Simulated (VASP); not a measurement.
Here is a VASP 6.6.1 calculation.

The input POSCAR:

```
TaN
1.0
    5.1996298253      0.0000000000      0.0000000000
   -2.5998149126      4.5030115190      0.0000000000
    0.0000000000      0.0000000000      2.8521520881
Ta N
3 3
Direct
    0.3333333333      0.6666666667      0.5000000000
    0.6666666667      0.3333333333      0.5000000000
    0.0000000000      0.0000000000      0.0000000000
    0.3922553964      0.0000000000      0.0000000000
    0.6077446036      0.6077446036      0.0000000000
    0.0000000000      0.3922553964      0.0000000000
```

The input INCAR.step1:

```
  PREC = Accurate
  ENCUT = 520
  ISMEAR = 0
  SIGMA = 0.1
  LREAL = False
  LASPH = True
  NELM = 100
  NBANDS = 33
  GGA = PE
  ALGO = Normal
  EDIFF = 1E-4
  LWAVE = True
  LCHARG = False
```

Contents of INCAR.step2:

```
  PREC = Accurate
  ENCUT = 520
  EDIFF = 1E-6
  ISMEAR = 0
  SIGMA = 0.1
  LREAL = False
  LASPH = True
  NELM = 100
  ALGO = Normal
  ISIF = 2
  LWAVE = False
  LCHARG = True
  METAGGA = R2SCAN
  LMIXTAU = True
  LELF = True
  LVHAR = True
  NBANDS = 33
  ISTART = 1
```

KPOINTS

```
regular mesh
0
Gamma
  12 12 12
```

Potentials or basis: VASP PAW PBE potentials, release 64 (Ta_pv, N).

Command:

```bash
$ cat potpaw_PBE.64/Ta_pv/POTCAR potpaw_PBE.64/N/POTCAR > POTCAR
$ cp INCAR.step1 INCAR
$ mpirun -np 1 vasp_std > vasp.out
$ cp INCAR.step2 INCAR
$ mpirun -np 1 vasp_std > vasp.out
```

Problem. What does it give for the pressure?

Solution. 9.1 GPa.

Problem. Estimate the band gap on the k mesh.

Solution. Zero (band 24 reaches 10.51 eV, above the bottom of band 25 at 7.21 eV).

Stress tensor (GPa, compression positive):
```
 5.43  0.00  0.00
 0.00  5.43  0.00
 0.00  0.00 16.47
```

Caveat: the cell differs from its parent crystal (strain along c alone, the other axes held: -2.0 %, then relaxed in part); the PAW data sets were made with another functional, which shifts forces and pressure a little; spin-orbit coupling is left out, which moves the levels of the heavy elements.
